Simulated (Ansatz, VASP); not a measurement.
# Ti2O: VASP beside Ansatz

The input INCAR:

```
SYSTEM = Ti2O
ALGO = Normal
EDIFF = 1E-6
ENCUT = 520
GGA = PS
ISIF = 2
ISMEAR = 0
LASPH = .True.
LCHARG = .False.
LREAL = .False.
LWAVE = .False.
NBANDS = 22
NELM = 80
PREC = Accurate
SIGMA = 0.15
```

The input KPOINTS:

```
k-points
0
Gamma
  12 12 8
  0 0 0
```

Contents of POSCAR:

```
Ti2O
1.0
    2.9529519773      0.0000000000      0.0000000000
   -1.4764759887      2.5573314285      0.0000000000
    0.0000000000      0.0000000000      4.7237336589
Ti O
2 1
Direct
    0.6844015980      0.3376497366      0.2634451484
    0.3052991821      0.6496142155      0.7410732762
    0.0102992199      0.0127360480     -0.0045184245
```

Input for Ansatz:

```yaml
crystal:
  lattice:
    - [2.9529519773, 0.0, 0.0]
    - [-1.4764759887, 2.5573314285, 0.0]
    - [0.0, 0.0, 4.7237336589]
  atoms:
    - { symbol: Ti, position: [0.684401598, 0.3376497366, 0.2634451484] }
    - { symbol: Ti, position: [0.3052991821, 0.6496142155, 0.7410732762] }
    - { symbol: O, position: [0.0102992199, 0.012736048, -0.0045184245] }
basis:
  ecutwfc: 420
kpoints:
  mp_grid: { grid: [12, 12, 8] }
hamiltonian:
  xc: pbesol
scf:
  occupations: { method: gaussian, width: 0.15 }
output:
  forces: true
  stress: true
  eigenvalues: true
```

Change from the starting cell: all atoms moved at random, sigma 0.05 Å a component.

Alike in both runs: task single point; functional PBEsol; k mesh 12 × 12 × 8; occupations gaussian, width 0.15 eV; no spin polarisation.

|  | VASP | Ansatz |
| --- | --- | --- |
| version | VASP 6.6.1 | Ansatz 0.2.0 |
| potentials or method | VASP PAW PBE potentials, release 64 (Ti_sv, O), cutoff 520 eV | scalar-relativistic, plane waves, PAW |
| valence electrons in the cell | 30 | 30 |

|  | VASP | Ansatz | Ansatz less VASP |
| --- | --- | --- | --- |
| gap on the k mesh at the Fermi level (eV) | none | none | - |
| pressure (GPa) | 1.2 | 0.8 | -0.39 |
| traceless stress, the component that is largest in VASP (GPa) | -0.95 | -0.91 | +0.043 |
| rms of the force components (eV/Å) | 0.336 | 0.327 | -0.0098 |

VASP's potentials were made for PBE, not for PBEsol. Atom by atom the forces differ by 0.024 eV/Å (rms over components). A gap of «none» marks a metal or a gap that the smearing closes. The functional is the same, so the differences come from potentials, cutoffs and numerics.
